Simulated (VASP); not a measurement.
Write the native input for VASP 6.6.1 that does the following.

* Task: single point
* Functional: PBE
* Potentials or basis: VASP PAW PBE potentials, release 64 (Cd, Te)
* Cutoff: 520 eV
* k mesh: 6 × 6 × 6
* Occupations: gaussian, width 0.1 eV
* Spin: no spin polarisation
* Dipole correction: no
* Further INCAR settings: ALGO = Normal; EDIFF = 1e-06; NBANDS = 16

The structure of CdTe lies in POSCAR:

```
CdTe
1.0
    0.0000000000      3.2821135562      3.2821135562
    3.2821135562      0.0000000000      3.2821135562
    3.2821135562      3.2821135562      0.0000000000
Cd Te
1 1
Direct
    0.0000000000      0.0000000000      0.0000000000
    0.2500000000      0.2500000000      0.2500000000
```

These files were run (other wordings do the same):

INCAR

```
SYSTEM = CdTe
ALGO     = Normal         ! electronic algorithm
EDIFF    = 1E-6           ! SCF threshold, eV
ENCUT    = 520            ! plane-wave cutoff, eV
GGA      = PE             ! functional
ISIF     = 2              ! what is computed and relaxed
ISMEAR   = 0              ! smearing method
LASPH    = .True.         ! aspherical terms in the spheres
LCHARG   = .False.        ! write CHGCAR
LREAL    = .False.        ! projectors in reciprocal space
LWAVE    = .False.        ! write WAVECAR
NBANDS   = 16             ! bands
NELM     = 60             ! most SCF steps
PREC     = Accurate       ! precision mode
SIGMA    = 0.1            ! smearing width, eV
```

KPOINTS

```
k-points
0
Gamma
  6 6 6
  0 0 0
```

Potentials or basis: VASP PAW PBE potentials, release 64 (Cd, Te).

Command:

```bash
$ cat potpaw_PBE.64/Cd/POTCAR potpaw_PBE.64/Te/POTCAR > POTCAR
$ mpirun -np 1 vasp_std > vasp.out
```

Results of the run:

```
Pressure               : 1.1 GPa
Band gap on the k mesh : 0.65 eV, direct
```

Caveat: spin-orbit coupling is left out, which moves the levels of the heavy elements.

Wall time 48 s on 1 thread of AMD EPYC 7R13 (shared host), peak memory 0.18 GiB.
